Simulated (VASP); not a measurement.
Here is a VASP 6.6.1 calculation.

Contents of INCAR:

```
PREC = Accurate ; ENCUT = 520
EDIFF = 1E-6 ; ISMEAR = 0
SIGMA = 0.15 ; LREAL = F
LASPH = T ; NELM = 60
ALGO = Fast ; ISIF = 2
LWAVE = F ; LCHARG = F
GGA = PE ; NBANDS = 13
```

KPOINTS

```
Automatic mesh
0
Gamma
  20 20 20
```

Contents of POSCAR:

```
Mo
1.0
   -1.4221974914      1.7382413784      1.5802194349
    1.4221974914     -1.7382413784      1.5802194349
    1.4221974914      1.7382413784     -1.5802194349
Mo
1
Direct
    0.0000000000      0.0000000000      0.0000000000
```

Potentials or basis: VASP PAW PBE potentials, release 64 (Mo_sv).

Command:

```sh
$ cat potpaw_PBE.64/Mo_sv/POTCAR > POTCAR
$ mpirun -np 1 vasp_std > vasp.out
```

Question: Estimate the band gap on the k mesh.

Answer: Zero (bands 7 and 8 overlap by 5.09 eV).

Question: Predict the pressure.

Answer: 6.4 GPa.

Stress tensor (GPa, compression positive):
```
 25.77   0.00   0.00
  0.00 -10.05   0.00
  0.00   0.00   3.53
```

Caveat: the cell differs from its parent crystal (strain +e along x and -e along y -0.1000, strain +e along z and -e/2 along x and y +0.0000); the stress differs along the axes, from -10 to 26 GPa.
